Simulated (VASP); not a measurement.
Write the native input for VASP 6.6.1 that does the following.

```
Task                   : single point
Functional             : PBE
Dispersion             : D3(BJ)
Potentials or basis    : VASP PAW PBE potentials, release 64 (Bi_d)
Cutoff                 : 520 eV
k mesh                 : 18 × 18 × 18
Occupations            : gaussian, width 0.15 eV
Spin                   : no spin polarisation
Dipole correction      : no
Further INCAR settings : ALGO = Fast; EDIFF = 1e-07; NBANDS = 14
```

The structure of Bi lies in POSCAR:

```
Bi
1.0
   -1.9126840447      1.9126840447      2.2210087127
    1.9126840447     -1.9126840447      2.2210087127
    1.9126840447      1.9126840447     -2.2210087127
Bi
1
Direct
    0.0000000000      0.0000000000      0.0000000000
```

One way to write it, as run:

INCAR

```
ALGO = Fast
EDIFF = 1E-7
ENCUT = 520
GGA = PE
ISIF = 2
ISMEAR = 0
IVDW = 12
LASPH = T
LCHARG = F
LREAL = F
LWAVE = F
NBANDS = 14
NELM = 100
PREC = Accurate
SIGMA = 0.15
```

KPOINTS

```
k-points
0
Gamma
  18 18 18
```

Potentials or basis: VASP PAW PBE potentials, release 64 (Bi_d).

The run is started by

```bash
$ cat potpaw_PBE.64/Bi_d/POTCAR > POTCAR
$ mpirun -np 1 vasp_std > vasp.out
```

It gave:

- Pressure: -3.6 GPa
- Band gap on the k mesh: zero (an odd number of electrons rules out a gap without spin polarisation)
- Dispersion energy per atom: -0.485 eV

Caveat: the cell stands under tension; spin-orbit coupling is left out, which moves the levels of the heavy elements.

Run time: 2.1 min on 1 thread of AMD EPYC 9R45 96-Core Processor (Zen 5), on a shared host, peak memory 0.29 GiB.
